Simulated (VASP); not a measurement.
# TePb (Fm-3m) in VASP: further runs

The runs below take TePb through single point, with PBE, PBE+D3(BJ).

All numbers are computed with VASP 6.6.1; they aren't measurements. Logs are shortened: lines on timing, memory, paths and dates and some standing lists are left out, and cuts for length are marked.

## Step 1: The cell of the first run

The structure is cubic, space group Fm-3m (No. 225). Conventional cell: a = 6.462 Å, b = 6.462 Å, c = 6.462 Å, α = 90.00°, β = 90.00°, γ = 90.00°. Within 4.3 Å of Pb (site symmetry m-3m) lie 6 Te at 3.23 Å. Te (site symmetry m-3m) has 6 Pb at 3.23 Å within 4.3 Å.

## Step 2: Single point, PBE

The input, INCAR:

```
SYSTEM = TePb
  PREC = Accurate
  ENCUT = 520
  EDIFF = 1E-6
  ISMEAR = 0
  SIGMA = 0.015
  LREAL = .False.
  LASPH = .True.
  NELM = 60
  ALGO = Normal
  ISIF = 2
  LWAVE = .False.
  LCHARG = .False.
  GGA = PE
  NBANDS = 17
```

The input, KPOINTS:

```
regular mesh
0
Gamma
  7 7 7
  0 0 0
```

The input, POSCAR:

```
TePb
1.0
    0.0000000000      3.2310000000      3.2310000000
    3.2310000000      0.0000000000      3.2310000000
    3.2310000000      3.2310000000      0.0000000000
Pb Te
1 1
Direct
    0.0000000000      0.0000000000      0.0000000000
    0.5000000000      0.5000000000      0.5000000000
```

Potentials or basis: VASP PAW PBE potentials, release 64 (Pb_d, Te).

Launch:

```console
$ cat potpaw_PBE.64/Pb_d/POTCAR potpaw_PBE.64/Te/POTCAR > POTCAR
$ mpirun -np 1 vasp_std > vasp.out
```

OUTCAR:

```text
SYSTEM = TePb
   PREC = Accurate
   ENCUT = 520
   EDIFF = 1E-6
   ISMEAR = 0
   LREAL = .False.
   LASPH = .True.
   NELM = 60
   ISIF = 2
   GGA = PE

 ion  position               nearest neighbor table
   1  0.000  0.000  0.000-   2 3.23   2 3.23   2 3.23   2 3.23   2 3.23   2 3.23
   2  0.500  0.500  0.500-   1 3.23   1 3.23   1 3.23   1 3.23   1 3.23   1 3.23

  LATTYP: Found a face centered cubic cell.
 ALAT       =     6.4620000000

  Lattice vectors:

 A1 = (   0.0000000000,   3.2310000000,   3.2310000000)
 A2 = (   3.2310000000,   0.0000000000,   3.2310000000)
 A3 = (   3.2310000000,   3.2310000000,   0.0000000000)

Analysis of symmetry for initial positions (statically):
=====================================================================
 Subroutine PRICEL returns:
 Original cell was already a primitive cell.

 Routine SETGRP: Setting up the symmetry group for a
 face centered cubic supercell.

 Subroutine GETGRP returns: Found 48 space group operations
[... 9 lines left out ...]

 Routine SETGRP: Setting up the symmetry group for a
 face centered cubic supercell.

 Subroutine GETGRP returns: Found 48 space group operations
[... 11 lines left out ...]
                                     Primitive cell

  volume of cell :      67.4592

  direct lattice vectors                    reciprocal lattice vectors
     0.000000000  3.231000000  3.231000000    -0.154750851  0.154750851  0.154750851
     3.231000000  0.000000000  3.231000000     0.154750851 -0.154750851  0.154750851
     3.231000000  3.231000000  0.000000000     0.154750851  0.154750851 -0.154750851

  length of vectors
     4.569324020  4.569324020  4.569324020     0.268036337  0.268036337  0.268036337

  position of ions in fractional coordinates (direct lattice)
     0.000000000  0.000000000  0.000000000
     0.500000000  0.500000000  0.500000000

  ion indices of the primitive-cell ions
   primitive index   ion index
                 1           1
                 2           2

----------------------------------------------------------------------------------------

 KPOINTS: regular mesh

Automatic generation of k-mesh.
 Grid dimensions read from file:
 generate k-points for:    7    7    7

 Generating k-lattice:

  Cartesian coordinates                     Fractional coordinates (reciprocal lattice)
    -0.022107264  0.022107264  0.022107264     0.142857143  0.000000000  0.000000000
     0.022107264 -0.022107264  0.022107264     0.000000000  0.142857143  0.000000000
     0.022107264  0.022107264 -0.022107264     0.000000000  0.000000000  0.142857143

  Length of vectors
     0.038290905  0.038290905  0.038290905

  Shift w.r.t. Gamma in fractional coordinates (k-lattice)
     0.000000000  0.000000000  0.000000000

 Subroutine IBZKPT returns following result:
 ===========================================

 Found     20 irreducible k-points:

 Following reciprocal coordinates:
            Coordinates               Weight
  0.000000  0.000000  0.000000      1.000000
  0.142857  0.000000  0.000000      8.000000
  0.285714  0.000000  0.000000      8.000000
  0.428571  0.000000  0.000000      8.000000
  0.142857  0.142857  0.000000      6.000000
  0.285714  0.142857  0.000000     24.000000
[... 12 lines left out ...]
 -0.428571  0.428571  0.142857     24.000000
 -0.285714  0.428571  0.142857     24.000000
   k-points           NKPTS =     20   k-points in BZ     NKDIM =     20   number of bands    NBANDS=     17
   number of dos      NEDOS =    301   number of ions     NIONS =      2
   total plane-waves  NPLWV =  46656
   dimension x,y,z NGX =    36 NGY =   36 NGZ =   36
   dimension x,y,z NGXF=    72 NGYF=   72 NGZF=   72
   ions per type =               1   1
   NGX,Y,Z   is equivalent  to a cutoff of  13.10, 13.10, 13.10 a.u.
   NGXF,Y,Z  is equivalent  to a cutoff of  26.20, 26.20, 26.20 a.u.
 SYSTEM =  TePb
   PREC   = accura    normal or accurate (medium, high low for compatibility)
   ISTART =      0    job   : 0-new  1-cont  2-samecut
   ICHARG =      2    charge: 1-file 2-atom 10-const
   ISPIN  =      1    spin polarized calculation?
   LNONCOLLINEAR =      F non collinear calculations
   LSORBIT =      F    spin-orbit coupling
   LASPH  =      T    aspherical Exc in radial PAW
   ENCUT  =  520.0 eV  38.22 Ry    6.18 a.u.   8.50  8.50  8.50*2*pi/ulx,y,z
   NELM   =     60;   NELMIN=  2; NELMDL= -5     # of ELM steps
   EDIFF  = 0.1E-05   stopping-criterion for ELM
   LREAL  =      F    real-space projection
   EDIFFG = 0.1E-04   stopping-criterion for IOM
   NSW    =      0    number of steps for IOM
   IBRION =     -1    ionic relax: 0-MD 1-quasi-New 2-CG
   NFREE  =      0    steps in history (QN), initial steepest desc. (CG)
   ISIF   =      2    stress and relaxation
   ISYM   =      2    0-nonsym 1-usesym 2-fastsym
   POTIM  = 0.5000    time-step for ionic-motion
   TEBEG  =    0.0;   TEEND  =   0.0 temperature during run
   PSTRESS=    0.0 pullay stress
   NELECT =      20.0000    total number of electrons
   NUPDOWN=      -1.0000    fix difference up-down
   EMIN   =  10.00;   EMAX   =-10.00  energy-range for DOS
   EFERMI =   0.00;   METHOD = LEGACY
   ISMEAR =     0;   SIGMA  =   0.01  broadening in eV -4-tet -1-fermi 0-gaus
   EFERMI_NEDOS =   21; number of points for ismear=-14 and -15
   IALGO  =     38    algorithm
   IMIX   =      4    mixing-type and parameters
     AMIX     =   0.40;   BMIX     =  1.00
     AMIX_MAG =   1.60;   BMIX_MAG =  1.00
  volume/ion in A,a.u.               =      33.73       227.62
  Fermi-wavevector in a.u.,A,eV,Ry     =   1.091619  2.062861 16.213147  1.191633
  Thomas-Fermi vector in A             =   2.227868
   LORBIT       =      0    0 simple, 1 ext, 2 COOP (PROOUT), +10 PAW based schemes
   GGA     = PE    functional components
   LHFCALC =     F    Hartree Fock is set to
   AEXX    =    0.0000 exact exchange contribution
   IVDW    =     0    specifies the selected vdW correction
   LEPSILON=     F    determine dielectric tensor
   LRPA    =     F    only Hartree local field effects (RPA)
 non-spin polarized calculation
 Gauss-broadening in eV      SIGMA  =   0.01
  energy-cutoff  :      520.00
  volume of cell :       67.46
 maximum number of plane-waves:      1837
 NGX is ok and might be reduce to    36
   NGX = 17   NGY = 17   NGZ = 17

 number of electron      20.0000003 magnetization

 Free energy of the ion-electron system (eV)
  ---------------------------------------------------
  ext. energy  EPLUGINS =         0.00000000
  ---------------------------------------------------
  free energy    TOTEN  =        -7.50259078 eV

  energy without entropy =       -7.50259078  energy(sigma->0) =       -7.50259078

 E-fermi :   5.5863     XC(G=0):  -9.3008

 val. band max:        5.5201950545   @ k =   0.4286   0.0000   0.0000
 cond. band min:       6.5315504006   @ k =   0.4286   0.0000   0.0000
 fundamental gap:      1.0113553461
 Fermi energy:         5.5863079289

 k-point     1 :       0.0000    0.0000    0.0000
  band No.  band energies     occupation
      1     -11.0950      2.00000
      2     -11.0950      2.00000
      3     -11.0858      2.00000
      4     -11.0858      2.00000
      5     -11.0858      2.00000
      6      -6.3955      2.00000
[... 9 lines left out ...]
     16      11.4202      0.00000
     17      12.9892      0.00000

 k-point     2 :       0.1429    0.0000    0.0000
  band No.  band energies     occupation
      1     -11.0974      2.00000
      2     -11.0974      2.00000
      3     -11.0852      2.00000
      4     -11.0829      2.00000
      5     -11.0829      2.00000
      6      -6.2211      2.00000
[... 9 lines left out ...]
     16      11.7986      0.00000
     17      14.2842      0.00000

 k-point     3 :       0.2857    0.0000    0.0000
  band No.  band energies     occupation
      1     -11.1038      2.00000
      2     -11.1038      2.00000
      3     -11.0842      2.00000
      4     -11.0755      2.00000
      5     -11.0755      2.00000
      6      -5.7281      2.00000
[... 9 lines left out ...]
     16      12.8210      0.00000
     17      16.4037      0.00000

 k-point     4 :       0.4286    0.0000    0.0000
  band No.  band energies     occupation
      1     -11.1092      2.00000
      2     -11.1092      2.00000
      3     -11.0835      2.00000
      4     -11.0693      2.00000
      5     -11.0693      2.00000
      6      -5.1008      2.00000
[... 9 lines left out ...]
     16      14.3294      0.00000
     17      15.6334      0.00000

 k-point     5 :       0.1429    0.1429    0.0000
  band No.  band energies     occupation
      1     -11.1033      2.00000
      2     -11.0929      2.00000
      3     -11.0876      2.00000
      4     -11.0812      2.00000
      5     -11.0812      2.00000
      6      -6.1633      2.00000
[... 9 lines left out ...]
     16      12.4407      0.00000
     17      13.5894      0.00000

 k-point     6 :       0.2857    0.1429    0.0000
  band No.  band energies     occupation
      1     -11.1122      2.00000
      2     -11.0951      2.00000
      3     -11.0873      2.00000
      4     -11.0763      2.00000
      5     -11.0742      2.00000
      6      -5.7781      2.00000
[... 9 lines left out ...]
     16      13.4877      0.00000
     17      14.9539      0.00000

 k-point     7 :       0.4286    0.1429    0.0000
  band No.  band energies     occupation
      1     -11.1178      2.00000
      2     -11.1016      2.00000
      3     -11.0838      2.00000
      4     -11.0725      2.00000
      5     -11.0680      2.00000
      6      -5.1795      2.00000
[... 9 lines left out ...]
     16      14.8901      0.00000
     17      15.5844      0.00000

 k-point     8 :      -0.4286    0.1429    0.0000
  band No.  band energies     occupation
      1     -11.1160      2.00000
      2     -11.1067      2.00000
      3     -11.0812      2.00000
      4     -11.0709      2.00000
      5     -11.0681      2.00000
      6      -4.8849      2.00000
[... 9 lines left out ...]
     16      14.2019      0.00000
     17      16.1121      0.00000
[... 123 lines left out ...]
      1     -11.1531      2.00000
      2     -11.0951      2.00000
      3     -11.0843      2.00000
      4     -11.0611      2.00000
      5     -11.0611      2.00000
      6      -4.8346      2.00000
[... 9 lines left out ...]
     16      15.6760      0.00000
     17      16.9214      0.00000

 k-point    16 :      -0.4286    0.4286    0.0000
  band No.  band energies     occupation
      1     -11.1514      2.00000
      2     -11.0924      2.00000
      3     -11.0874      2.00000
      4     -11.0623      2.00000
      5     -11.0610      2.00000
      6      -4.6656      2.00000
[... 9 lines left out ...]
     16      15.6687      0.00000
     17      16.5746      0.00000

 k-point    17 :       0.4286    0.2857    0.1429
  band No.  band energies     occupation
      1     -11.1219      2.00000
      2     -11.0965      2.00000
      3     -11.0865      2.00000
      4     -11.0708      2.00000
      5     -11.0706      2.00000
      6      -5.3370      2.00000
[... 9 lines left out ...]
     16      14.5395      0.00000
     17      15.3465      0.00000

 k-point    18 :      -0.4286    0.2857    0.1429
  band No.  band energies     occupation
      1     -11.1267      2.00000
      2     -11.1006      2.00000
      3     -11.0812      2.00000
      4     -11.0732      2.00000
      5     -11.0655      2.00000
      6      -4.8254      2.00000
[... 9 lines left out ...]
     16      15.0133      0.00000
     17      16.0189      0.00000

 k-point    19 :      -0.4286    0.4286    0.1429
  band No.  band energies     occupation
      1     -11.1435      2.00000
      2     -11.0915      2.00000
      3     -11.0889      2.00000
      4     -11.0673      2.00000
      5     -11.0612      2.00000
      6      -4.7223      2.00000
[... 9 lines left out ...]
     16      15.8006      0.00000
     17      16.5763      0.00000

 k-point    20 :      -0.2857    0.4286    0.1429
  band No.  band energies     occupation
      1     -11.1372      2.00000
      2     -11.0969      2.00000
      3     -11.0813      2.00000
      4     -11.0742      2.00000
      5     -11.0613      2.00000
      6      -4.5919      2.00000
[... 9 lines left out ...]
     16      15.9317      0.00000
     17      16.4024      0.00000

------------------------ aborting loop because EDIFF is reached ----------------------------------------

  FORCE on cell =-STRESS in cart. coord.  units (eV):
  Direction    XX          YY          ZZ          XY          YZ          ZX
  --------------------------------------------------------------------------------------
  -------------------------------------------------------------------------------------
  Total        0.8636199      0.8636199      0.8636199      0.0000000      0.0000000      0.0000000
  in kB       20.5112597     20.5112597     20.5112597      0.0000000      0.0000000      0.0000000
  external PRESSURE =      20.5112597 kB  Pullay stress =       0.0000000 kB

 VOLUME and BASIS-vectors are now :
 -----------------------------------------------------------------------------
  energy-cutoff  :      520.00
  volume of cell :       67.46
      direct lattice vectors                 reciprocal lattice vectors
     0.000000000  3.231000000  3.231000000    -0.154750851  0.154750851  0.154750851
     3.231000000  0.000000000  3.231000000     0.154750851 -0.154750851  0.154750851
     3.231000000  3.231000000  0.000000000     0.154750851  0.154750851 -0.154750851

 POSITION                                       TOTAL-FORCE (eV/Angst)
 -----------------------------------------------------------------------------------
      0.00000      0.00000      0.00000        -0.000000      0.000000      0.000000
      3.23100      3.23100      3.23100         0.000000      0.000000     -0.000000
 -----------------------------------------------------------------------------------
    total drift:                               -0.000000      0.000000      0.000000

  FREE ENERGIE OF THE ION-ELECTRON SYSTEM (eV)
  ---------------------------------------------------
  free  energy   TOTEN  =        -7.5025907828 eV

  energy  without entropy=       -7.5025907828  energy(sigma->0) =       -7.50259078
```

Run time: 17 s. Hardware: 1 thread of Intel Xeon Platinum 8488C (Sapphire Rapids), shared host; peak memory 0.21 GiB.

Results:

```yaml
Free_energy: -7.5026 eV
Pressure: 2.1 GPa
```

Levels at points of the mesh, in eV from the Fermi level:
| k point | band 6 | band 7 | band 8 | band 9 | band 10 | band 11 | band 12 | band 13 | band 14 | band 15 |
| --- | --- | --- | --- | --- | --- | --- | --- | --- | --- | --- |
| (0.00, 0.00, 0.00) | -11.98 | -5.56 | -1.31 | -1.31 | -1.31 | 4.12 | 4.12 | 4.12 | 5.83 | 5.83 |

Caveat: this odd mesh misses L, where the gap lies, so gap, dielectric constants and Born charges aren't listed; spin-orbit coupling is left out, which moves the levels of the heavy elements.

## Step 3: Single point, PBE

The input, INCAR:

```
SYSTEM = TePb
PREC     = Accurate       ! precision mode
ENCUT    = 520            ! plane-wave cutoff, eV
EDIFF    = 1E-6           ! SCF threshold, eV
ISMEAR   = 0              ! smearing method
SIGMA    = 0.016          ! smearing width, eV
LREAL    = .FALSE.        ! projectors in reciprocal space
LASPH    = .TRUE.         ! aspherical terms in the spheres
NELM     = 100            ! most SCF steps
ALGO     = Normal         ! electronic algorithm
ISIF     = 2              ! what is computed and relaxed
LWAVE    = .FALSE.        ! write WAVECAR
LCHARG   = .TRUE.         ! write CHGCAR
GGA      = PE             ! functional
LELF     = .TRUE.         ! ELF
LVHAR    = .TRUE.       
NBANDS   = 17             ! bands
```

The input, KPOINTS:

```
regular mesh
0
G
  7 7 7
  0 0 0
```

POSCAR is that of step 2.

Potentials or basis: VASP PAW PBE potentials, release 64 (Pb_d, Te).

Launch:

```console
$ cat potpaw_PBE.64/Pb_d/POTCAR potpaw_PBE.64/Te/POTCAR > POTCAR
$ mpirun -np 1 vasp_std > vasp.out
```

Wall time 18 s (1 thread of Intel Xeon Platinum 8488C (Sapphire Rapids), shared host); peak memory 0.21 GiB.

The run converged. Its results:

- Free energy: -7.5026 eV
- Pressure: 2.1 GPa

Levels at points of the mesh, in eV from the Fermi level:
| k point | band 7 | band 8 | band 9 | band 10 | band 11 | band 12 | band 13 | band 14 |
| --- | --- | --- | --- | --- | --- | --- | --- | --- |
| (0.00, 0.00, 0.00) | -5.65 | -1.40 | -1.40 | -1.40 | 4.03 | 4.03 | 4.03 | 5.74 |

Caveat: this odd mesh misses L, where the gap lies, so gap, dielectric constants and Born charges aren't listed; spin-orbit coupling is left out, which moves the levels of the heavy elements.

## Step 4: Single point, PBE+D3(BJ)

This run uses another cell than the first one, of 33.87 Å³/atom, 1.004 times its volume.

The input, INCAR:

```
ALGO = Normal ; EDIFF = 1E-7
ENCUT = 520 ; GGA = PE
ISIF = 2 ; ISMEAR = -1
IVDW = 12 ; LASPH = True
LCHARG = True ; LELF = True
LREAL = False ; LVHAR = True
LWAVE = False ; NBANDS = 17
NELM = 80 ; PREC = Accurate
SIGMA = 0.05
```

The input, KPOINTS:

```
k-points
0
Gamma
  7 7 7
```

The input, POSCAR:

```
TePb
1.0
    0.0000000000      3.2355984811      3.2355984811
    3.2355984811      0.0000000000      3.2355984811
    3.2355984811      3.2355984811      0.0000000000
Pb Te
1 1
Direct
    0.0000000000      0.0000000000      0.0000000000
    0.5000000000      0.5000000000      0.5000000000
```

Launch:

```console
$ cat potpaw_PBE.64/Pb_d/POTCAR potpaw_PBE.64/Te/POTCAR > POTCAR
$ mpirun -np 1 vasp_std > vasp.out
```

Wall time 22 s (1 thread of Intel Xeon Platinum 8488C (Sapphire Rapids), shared host); peak memory 0.21 GiB.

Results (log left out):

- Free energy: -8.3074 eV
- Pressure: -0.1 GPa
- Dispersion energy per atom: -0.401 eV

Levels at points of the mesh, in eV from the Fermi level:
```
           k point  band 6  band 7  band 8  band 9  band 10  band 11  band 12  band 13  band 14  band 15
(0.00, 0.00, 0.00)  -12.40   -6.02   -1.74   -1.74    -1.74     3.66     3.66     3.66     5.39     5.39
```

Caveat: this odd mesh misses L, where the gap lies, so gap, dielectric constants and Born charges aren't listed; spin-orbit coupling is left out, which moves the levels of the heavy elements.

## Step 5: Overview

```tsv
level	cell	smearing	pressure (GPa)
PBE	a = 4.569 Å, angles 60.0°, 2 atoms	gaussian 0.015 eV	2.1
PBE	a = 4.569 Å, angles 60.0°, 2 atoms	gaussian 0.016 eV	2.1
PBE+D3(BJ)	a = 4.576 Å, angles 60.0°, 2 atoms	fermi-dirac 0.05 eV	-0.1
```

Alike in all rows: task single point; potentials or basis VASP PAW PBE potentials, release 64 (Pb_d, Te); no spin polarisation; k mesh 7 × 7 × 7; cutoff (eV) 520.

Caveats: spin-orbit coupling is left out, which moves the levels of the heavy elements.

Total energies depend on the potentials used, so only differences within one code and one set of settings carry meaning.
